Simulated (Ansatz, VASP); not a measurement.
# BiS7 in VASP and in Ansatz

```
CELL_PARAMETERS angstrom
3.52230 2.03360 4.78893
-3.52230 2.03360 4.78893
0.00000 -4.06720 4.78893
ATOMIC_POSITIONS crystal
Bi 0.50000 0.50000 0.50000
S 0.02894 0.65835 0.46121
S 0.46121 0.02894 0.65835
S 0.65835 0.46121 0.02894
S 0.97106 0.34165 0.53879
S 0.53879 0.97106 0.34165
S 0.34165 0.53879 0.97106
S 0.00000 0.00000 0.00000
```

Alike in both runs: functional PBE; k mesh 6 × 6 × 6; occupations gaussian, width 0.1 eV; no spin polarisation.

Ansatz relaxed the structure, and its values are those at the end. VASP's run is a single point on that final structure, the one shown.

|  | VASP | Ansatz |
| --- | --- | --- |
| version | VASP 6.6.1 | Ansatz 0.2.0 |
| potentials or method | VASP PAW PBE potentials, release 64 (Bi_d, S), cutoff 520 eV | scalar-relativistic, plane waves, PAW |
| valence electrons in the cell | 57 | 57 |

|  | VASP | Ansatz | Ansatz less VASP |
| --- | --- | --- | --- |
| gap on the k mesh at the Fermi level (eV) | none | none | - |
| pressure (GPa) | -0.3 | 0.0 | +0.30 |
| rms of the force components (eV/Å) | 0.079 | 0.002 | -0.0769 |

A gap of «none» marks a metal or a gap that the smearing closes.

Neither program's run includes spin-orbit coupling.
